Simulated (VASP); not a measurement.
# Si3N in VASP: further runs

Runs on Si3N. Level: PBE+D3(BJ). Tasks: single point.

All numbers are computed with VASP 6.6.1; they aren't measurements. Logs are shortened: lines on timing, memory, paths and dates and some standing lists are left out, and cuts for length are marked.

## 1. The cell of the first run

The cell holds a slab with vacuum, 8 atoms: a = 3.833 Å, b = 5.421 Å, c = 22.488 Å, α = 90.00°, β = 90.00°, γ = 90.00°.

## 2. Single point, PBE+D3(BJ)

INCAR

```
PREC     = Accurate       # precision mode
ENCUT    = 520            # plane-wave cutoff, eV
EDIFF    = 1E-6           # SCF threshold, eV
ISMEAR   = 0              # smearing method
SIGMA    = 0.05           # smearing width, eV
LREAL    = False          # projectors in reciprocal space
LASPH    = True           # aspherical terms in the spheres
NELM     = 100            # most SCF steps
ALGO     = Normal         # electronic algorithm
ISIF     = 2              # what is computed and relaxed
LWAVE    = False          # write WAVECAR
LCHARG   = False          # write CHGCAR
LDIPOL   = True         
IDIPOL   = 3            
DIPOL    = 0.5 0.5 0.328
GGA      = PE             # functional
IVDW     = 12             # dispersion correction
NBANDS   = 27             # bands
```

KPOINTS

```
Automatic mesh
0
Gamma
  7 5 1
```

POSCAR

```
Si3N
1.0
    3.8333442755      0.0000000000      0.0000000000
    0.0000000000      5.4211674636      0.0000000000
    0.0000000000      0.0000000000     22.4877586337
Si N
6 2
Direct
    0.5000000000      0.0000000000      0.1778745523
    0.0000000000      0.2500000000      0.1778745523
    0.0000000000      0.5038839981      0.2608672216
    0.5000000000      0.7461160019      0.2608672216
    0.5000000000      0.0086033066      0.3418641564
    0.0000000000      0.2413966934      0.3418641564
    0.8333333333      0.5086033066      0.5063981173
    0.8333333333      0.5086033066      0.5553136192
```

Potentials or basis: VASP PAW PBE potentials, release 64 (Si, N).

Run with:

```bash
$ cat potpaw_PBE.64/Si/POTCAR potpaw_PBE.64/N/POTCAR > POTCAR
$ mpirun -np 1 vasp_std > vasp.out
```

OUTCAR:

```text
PREC = Accurate
   ENCUT = 520
   EDIFF = 1E-6
   ISMEAR = 0
   LREAL = False
   LASPH = True
   NELM = 100
   ISIF = 2
   GGA = PE
   IVDW = 12
 IVDW          = 12

 ion  position               nearest neighbor table
   1  0.500  0.000  0.178-   4 2.32   2 2.35   2 2.35
   2  0.000  0.250  0.178-   3 2.32   1 2.35   1 2.35
   3  0.000  0.504  0.261-   6 2.31   2 2.32   4 2.32   4 2.32
   4  0.500  0.746  0.261-   5 2.31   1 2.32   3 2.32   3 2.32
   5  0.500  0.009  0.342-   6 2.29   6 2.29   4 2.31
   6  0.000  0.241  0.342-   5 2.29   5 2.29   3 2.31
   7  0.833  0.509  0.506-   8 1.10
   8  0.833  0.509  0.555-   7 1.10

  LATTYP: Found a simple orthorhombic cell.
 ALAT       =     3.8333442755
 B/A-ratio  =     1.4142135624
 C/A-ratio  =     5.8663550721

  Lattice vectors:

 A1 = (   3.8333442755,   0.0000000000,   0.0000000000)
 A2 = (   0.0000000000,   5.4211674636,   0.0000000000)
 A3 = (   0.0000000000,   0.0000000000,  22.4877586337)

Analysis of symmetry for initial positions (statically):
=====================================================================
 Subroutine PRICEL returns:
 Original cell was already a primitive cell.

 Routine SETGRP: Setting up the symmetry group for a
 simple orthorhombic supercell.

 Subroutine GETGRP returns: Found  1 space group operations
 (whereof  1 operations were pure point group operations)
 out of a pool of  8 trial point group operations.

The static configuration has the point symmetry C_1 .

Analysis of symmetry for dynamics (positions and initial velocities):
=====================================================================
 Subroutine PRICEL returns:
 Original cell was already a primitive cell.

 Routine SETGRP: Setting up the symmetry group for a
 simple orthorhombic supercell.

 Subroutine GETGRP returns: Found  1 space group operations
 (whereof  1 operations were pure point group operations)
 out of a pool of  8 trial point group operations.

The dynamic configuration has the point symmetry C_1 .

 Subroutine INISYM returns: Found  1 space group operations
 (whereof  1 operations are pure point group operations),
 and found     1 'primitive' translations

----------------------------------------------------------------------------------------

                                     Primitive cell

  volume of cell :     467.3226

  direct lattice vectors                    reciprocal lattice vectors
     3.833344276  0.000000000  0.000000000     0.260868821  0.000000000  0.000000000
     0.000000000  5.421167464  0.000000000     0.000000000  0.184462112  0.000000000
     0.000000000  0.000000000 22.487758634     0.000000000  0.000000000  0.044468638

  length of vectors
     3.833344276  5.421167464 22.487758634     0.260868821  0.184462112  0.044468638

  position of ions in fractional coordinates (direct lattice)
     0.500000000  0.000000000  0.177874552
     0.000000000  0.250000000  0.177874552
     0.000000000  0.503883998  0.260867222
     0.500000000  0.746116002  0.260867222
     0.500000000  0.008603307  0.341864156
     0.000000000  0.241396693  0.341864156
     0.833333333  0.508603307  0.506398117
     0.833333333  0.508603307  0.555313619

  ion indices of the primitive-cell ions
   primitive index   ion index
                 1           1
                 2           2
                 3           3
                 4           4
                 5           5
                 6           6
                 7           7
                 8           8

----------------------------------------------------------------------------------------

 KPOINTS: Automatic mesh

Automatic generation of k-mesh.
 Grid dimensions read from file:
 generate k-points for:    7    5    1

 Generating k-lattice:

  Cartesian coordinates                     Fractional coordinates (reciprocal lattice)
     0.037266974  0.000000000  0.000000000     0.142857143  0.000000000  0.000000000
     0.000000000  0.036892422  0.000000000     0.000000000  0.200000000  0.000000000
     0.000000000  0.000000000  0.044468638     0.000000000  0.000000000  1.000000000

  Length of vectors
     0.037266974  0.036892422  0.044468638

  Shift w.r.t. Gamma in fractional coordinates (k-lattice)
     0.000000000  0.000000000  0.000000000

 Subroutine IBZKPT returns following result:
 ===========================================

 Found     18 irreducible k-points:

 Following reciprocal coordinates:
            Coordinates               Weight
  0.000000  0.000000  0.000000      1.000000
  0.142857  0.000000  0.000000      2.000000
  0.285714  0.000000  0.000000      2.000000
  0.428571  0.000000  0.000000      2.000000
  0.000000  0.200000  0.000000      2.000000
  0.142857  0.200000  0.000000      2.000000
[... 10 lines left out ...]
  0.428571  0.400000  0.000000      2.000000
  0.428571 -0.400000  0.000000      2.000000
   k-points           NKPTS =     18   k-points in BZ     NKDIM =     18   number of bands    NBANDS=     27
   number of dos      NEDOS =    301   number of ions     NIONS =      8
   total plane-waves  NPLWV = 201600
   dimension x,y,z NGX =    30 NGY =   40 NGZ =  168
   dimension x,y,z NGXF=    60 NGYF=   80 NGZF=  336
   ions per type =               6   2
   NGX,Y,Z   is equivalent  to a cutoff of  13.01, 12.27, 12.42 a.u.
   NGXF,Y,Z  is equivalent  to a cutoff of  26.02, 24.53, 24.84 a.u.
 SYSTEM =  unknown system
   PREC   = accura    normal or accurate (medium, high low for compatibility)
   ISTART =      0    job   : 0-new  1-cont  2-samecut
   ICHARG =      2    charge: 1-file 2-atom 10-const
   ISPIN  =      1    spin polarized calculation?
   LNONCOLLINEAR =      F non collinear calculations
   LSORBIT =      F    spin-orbit coupling
   LASPH  =      T    aspherical Exc in radial PAW
   ENCUT  =  520.0 eV  38.22 Ry    6.18 a.u.   7.13 10.08 41.81*2*pi/ulx,y,z
   NELM   =    100;   NELMIN=  2; NELMDL= -5     # of ELM steps
   EDIFF  = 0.1E-05   stopping-criterion for ELM
   LREAL  =      F    real-space projection
   EDIFFG = 0.1E-04   stopping-criterion for IOM
   NSW    =      0    number of steps for IOM
   IBRION =     -1    ionic relax: 0-MD 1-quasi-New 2-CG
   NFREE  =      0    steps in history (QN), initial steepest desc. (CG)
   ISIF   =      2    stress and relaxation
   ISYM   =      2    0-nonsym 1-usesym 2-fastsym
   POTIM  = 0.5000    time-step for ionic-motion
   TEBEG  =    0.0;   TEEND  =   0.0 temperature during run
   PSTRESS=    0.0 pullay stress
   NELECT =      34.0000    total number of electrons
   NUPDOWN=      -1.0000    fix difference up-down
   EMIN   =  10.00;   EMAX   =-10.00  energy-range for DOS
   EFERMI =   0.00;   METHOD = LEGACY
   ISMEAR =     0;   SIGMA  =   0.05  broadening in eV -4-tet -1-fermi 0-gaus
   EFERMI_NEDOS =   21; number of points for ismear=-14 and -15
   IALGO  =     38    algorithm
   IMIX   =      4    mixing-type and parameters
     AMIX     =   0.40;   BMIX     =  1.00
     AMIX_MAG =   1.60;   BMIX_MAG =  1.00
  volume/ion in A,a.u.               =      58.42       394.21
  Fermi-wavevector in a.u.,A,eV,Ry     =   0.683432  1.291500  6.355006  0.467080
  Thomas-Fermi vector in A             =   1.762794
   LORBIT       =      0    0 simple, 1 ext, 2 COOP (PROOUT), +10 PAW based schemes
   GGA     = PE    functional components
   LHFCALC =     F    Hartree Fock is set to
   AEXX    =    0.0000 exact exchange contribution
   IVDW    =    12    specifies the selected vdW correction
   LEPSILON=     F    determine dielectric tensor
   LRPA    =     F    only Hartree local field effects (RPA)
 non-spin polarized calculation
 Gauss-broadening in eV      SIGMA  =   0.05
  energy-cutoff  :      520.00
  volume of cell :      467.32
 maximum number of plane-waves:     12627
 NGX is ok and might be reduce to    30
   NGX = 15   NGY = 21   NGZ = 83

 dipolmoment           0.000000      0.000000      0.000012 electrons x Angstroem

 number of electron      34.0000001 magnetization

 dipolmoment           0.000000      0.000000     -0.003822 electrons x Angstroem

 Free energy of the ion-electron system (eV)
  ---------------------------------------------------
  ext. energy  EPLUGINS =         0.00000000
  ---------------------------------------------------
  free energy    TOTEN  =       -45.02815757 eV

  energy without entropy =      -45.02148925  energy(sigma->0) =      -45.02482341

 E-fermi :  -1.7285     XC(G=0):  -3.8762

 val. band max:       -1.7462674793   @ k =   0.2857   0.2000   0.0000
 cond. band min:      -1.7161110481   @ k =   0.2857  -0.4000   0.0000
 fundamental gap:      0.0301564312
 Fermi energy:        -1.7285446311

 k-point     1 :       0.0000    0.0000    0.0000
  band No.  band energies     occupation
      1     -25.5620      2.00000
      2     -13.1428      2.00000
      3     -11.2916      2.00000
      4     -10.6462      2.00000
      5      -9.8393      2.00000
      6      -8.8195      2.00000
[... 19 lines left out ...]
     26       1.5861      0.00000
     27       2.4326      0.00000

 k-point     2 :       0.1429    0.0000    0.0000
  band No.  band energies     occupation
      1     -25.5588      2.00000
      2     -12.9625      2.00000
      3     -11.1057      2.00000
      4     -10.6318      2.00000
      5      -9.6466      2.00000
      6      -8.9122      2.00000
[... 19 lines left out ...]
     26       2.2318      0.00000
     27       2.6272      0.00000

 k-point     3 :       0.2857    0.0000    0.0000
  band No.  band energies     occupation
      1     -25.5515      2.00000
      2     -12.4302      2.00000
      3     -10.6129      2.00000
      4     -10.5398      2.00000
      5      -9.4643      2.00000
      6      -9.0712      2.00000
[... 19 lines left out ...]
     26       2.5084      0.00000
     27       3.2377      0.00000

 k-point     4 :       0.4286    0.0000    0.0000
  band No.  band energies     occupation
      1     -25.5456      2.00000
      2     -11.5793      2.00000
      3     -10.5779      2.00000
      4     -10.5011      2.00000
      5      -9.6521      2.00000
      6      -8.9707      2.00000
[... 19 lines left out ...]
     26       2.8096      0.00000
     27       3.3808      0.00000
[... 336 lines left out ...]
      4     -10.6006      2.00000
      5     -10.3838      2.00000
      6      -8.8564      2.00000
[... 19 lines left out ...]
     26       2.8837      0.00000
     27       3.5254      0.00000

 k-point    17 :       0.4286    0.4000    0.0000
  band No.  band energies     occupation
      1     -25.5455      2.00000
      2     -11.1083      2.00000
      3     -10.7054      2.00000
      4     -10.5736      2.00000
      5      -9.5153      2.00000
      6      -8.9681      2.00000
[... 19 lines left out ...]
     26       2.7123      0.00000
     27       3.1975      0.00000

 k-point    18 :       0.4286   -0.4000    0.0000
  band No.  band energies     occupation
      1     -25.5455      2.00000
      2     -11.1083      2.00000
      3     -10.7052      2.00000
      4     -10.5738      2.00000
      5      -9.5154      2.00000
      6      -8.9680      2.00000
[... 19 lines left out ...]
     26       2.7104      0.00000
     27       3.1879      0.00000

------------------------ aborting loop because EDIFF is reached ----------------------------------------

 vacuum level on the upper side and lower side of the slab       (xc-potential included)        -0.140        -0.098

 Edisp (eV)   -1.60263

 E8    (eV) :    -0.6816

  FORCE on cell =-STRESS in cart. coord.  units (eV):
  Direction    XX          YY          ZZ          XY          YZ          ZX
  --------------------------------------------------------------------------------------
  -------------------------------------------------------------------------------------
  Total       0.11582     0.15603     2.52737    -0.01283    -0.00439    -0.01123
  in kB       0.39708     0.53493     8.66488    -0.04400    -0.01504    -0.03851
  external pressure =        3.20 kB  Pullay stress =        0.00 kB

 VOLUME and BASIS-vectors are now :
 -----------------------------------------------------------------------------
  energy-cutoff  :      520.00
  volume of cell :      467.32
      direct lattice vectors                 reciprocal lattice vectors
     3.833344276  0.000000000  0.000000000     0.260868821  0.000000000  0.000000000
     0.000000000  5.421167464  0.000000000     0.000000000  0.184462112  0.000000000
     0.000000000  0.000000000 22.487758634     0.000000000  0.000000000  0.044468638

 POSITION                                       TOTAL-FORCE (eV/Angst)
 -----------------------------------------------------------------------------------
      1.91667      0.00000      4.00000         0.001278      0.554808     -0.054402
      0.00000      1.35529      4.00000        -0.000878     -0.554502     -0.054648
      0.00000      2.73164      5.86632         0.000154     -0.078689      0.003723
      1.91667      4.04482      5.86632         0.000375      0.084192      0.001719
      1.91667      0.04664      7.68776        -0.001655      0.002488      0.078868
      0.00000      1.30865      7.68776         0.003789     -0.011102      0.049426
      3.19445      2.75722     11.38776        -0.005260      0.005253     -2.143990
      3.19445      2.75722     12.48776         0.002196     -0.002448      2.119305
 -----------------------------------------------------------------------------------
    total drift:                                0.000050      0.000223     -0.000603

  FREE ENERGIE OF THE ION-ELECTRON SYSTEM (eV)
  ---------------------------------------------------
  free  energy   TOTEN  =       -46.6307919546 eV

  energy  without entropy=      -46.6241236351  energy(sigma->0) =      -46.62745779

 vacuum level on the upper side and lower side of the slab         3.063         3.095
```

It took 6.8 min on 1 thread of Intel Xeon Platinum 8259CL at 2.50GHz (Skylake/Cascade Lake), shared host; peak memory 0.56 GiB.

What came out:

```
Free energy                : -46.6308 eV
Largest force              : 2.144 eV/Å
Band gap on the k mesh     : zero (bands 17 and 18 overlap by 0.28 eV)
Dispersion energy per atom : -0.200 eV
```

Forces on the atoms (eV/Å):
```
Si   0.001  0.555 -0.054
Si  -0.001 -0.555 -0.055
Si   0.000 -0.079  0.004
Si   0.000  0.084  0.002
Si  -0.002  0.002  0.079
Si   0.004 -0.011  0.049
N   -0.005  0.005 -2.144
N    0.002 -0.002  2.119
```

Levels at points of the mesh, in eV from the Fermi level:
| k point | band 13 | band 14 | band 15 | band 16 | band 17 | band 18 | band 19 | band 20 | band 21 | band 22 |
| --- | --- | --- | --- | --- | --- | --- | --- | --- | --- | --- |
| (0.00, 0.00, 0.00) | -2.49 | -1.21 | -0.71 | -0.41 | -0.30 | 0.27 | 1.19 | 2.08 | 2.58 | 2.64 |

Caveat: the standard files for N, O and F lose accuracy on very short bonds.

[end of part 1 of 2]

The gap in the log of VASP goes by the Fermi energy; the results here count the filled bands.